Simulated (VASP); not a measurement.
**Bi: single point with PBE**

Crystal: Bi.

```xyz
2
Lattice="2.2730 1.3123 3.8947 -2.2730 1.3123 3.8947 0.0000 -2.6246 3.8947" Properties=species:S:1:pos:R:3 pbc="T T T"
Bi    0.0000    0.0000    2.7328
Bi    0.0000    0.0000    8.9513
```

This cell differs from its parent crystal: strain +0.000 along x and y, -0.015 along z.

- Program: VASP 6.6.1
- Task: single point
- Functional: PBE
- Potentials or basis: VASP PAW PBE potentials, release 64 (Bi_d)
- Cutoff: 520 eV
- k mesh: 12 × 12 × 12
- Occupations: gaussian, width 0.15 eV
- Spin: no spin polarisation

```yaml
Pressure: 2.4 GPa
Largest_force: 0.289 eV/Å
Band_gap_on_the_k_mesh: zero (bands 15 and 16 overlap by 0.16 eV)
```

Forces on the atoms (eV/Å):
```
Bi   0.000  0.000  0.289
Bi   0.000  0.000 -0.289
```

Stress tensor (GPa, compression positive):
```
2.31 0.00 0.00
0.00 2.31 0.00
0.00 0.00 2.72
```

Levels at points of the mesh, in eV from the Fermi level:
```csv
k point,band 12,band 13,band 14,band 15,band 16,band 17,band 18,band 19
"(0.00, 0.00, 0.00)",-7.41,-1.39,-1.28,-1.28,2.50,3.00,3.00,5.71
"(0.50, 0.00, 0.00)",-10.56,-1.26,-1.21,-0.28,-0.24,0.59,1.02,7.63
"(0.50, 0.50, 0.00)",-9.46,-4.74,-3.01,-2.99,2.33,5.03,5.48,6.91
"(0.50, 0.50, 0.50)",-9.91,-1.01,-0.67,-0.67,0.63,0.63,0.72,7.08
```

Wall time 3.3 min on 1 thread of Intel(R) Xeon(R) Platinum 8488C (Sapphire Rapids), on a shared host, peak memory 0.36 GiB.

Caveat: the cell differs from its parent crystal (strain +0.000 along x and y, -0.015 along z); spin-orbit coupling is left out, which moves the levels of the heavy elements.
